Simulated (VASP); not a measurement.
# Pt: single point with BLYP

Crystal: Pt.

```xyz
2
Lattice="2.7366 0.0000 0.0000 -1.3683 2.3700 0.0000 0.0000 0.0000 4.7618" Properties=species:S:1:pos:R:3 pbc="T T T"
Pt    0.0000    1.5800    1.1904
Pt    1.3683    0.7900    3.5713
```

This cell differs from its parent crystal: volume scaled by 0.92.

```yaml
Program: VASP 6.6.1
Task: single point
Functional: BLYP
Potentials_or_basis: VASP PAW PBE potentials, release 64 (Pt)
Cutoff: 520 eV
k_mesh: 14 × 14 × 7
Occupations: fermi-dirac, width 0.1 eV
Spin: no spin polarisation
```

```yaml
Pressure: 21.7 GPa
Band_gap_on_the_k_mesh: zero (band 10 reaches 11.91 eV, above the bottom of band 11 at 10.60 eV)
```

Stress tensor (GPa, compression positive):
```
23.04  0.00  0.00
 0.00 23.04  0.00
 0.00  0.00 19.06
```

Levels at points of the mesh, in eV from the Fermi level:
| k point | band 8 | band 9 | band 10 | band 11 | band 12 | band 13 |
| --- | --- | --- | --- | --- | --- | --- |
| (0.00, 0.00, 0.00) | -1.88 | -1.88 | -0.56 | -0.24 | -0.24 | 4.81 |
| (0.50, 0.00, 0.00) | -0.02 | 0.33 | 0.53 | 2.43 | 3.94 | 7.47 |

Run time: 69 s on 1 thread of AMD EPYC 7R13 (shared host), peak memory 0.17 GiB.

Caveat: the PAW data sets were made with another functional, which shifts forces and pressure a little; spin-orbit coupling is left out, which moves the levels of the heavy elements.
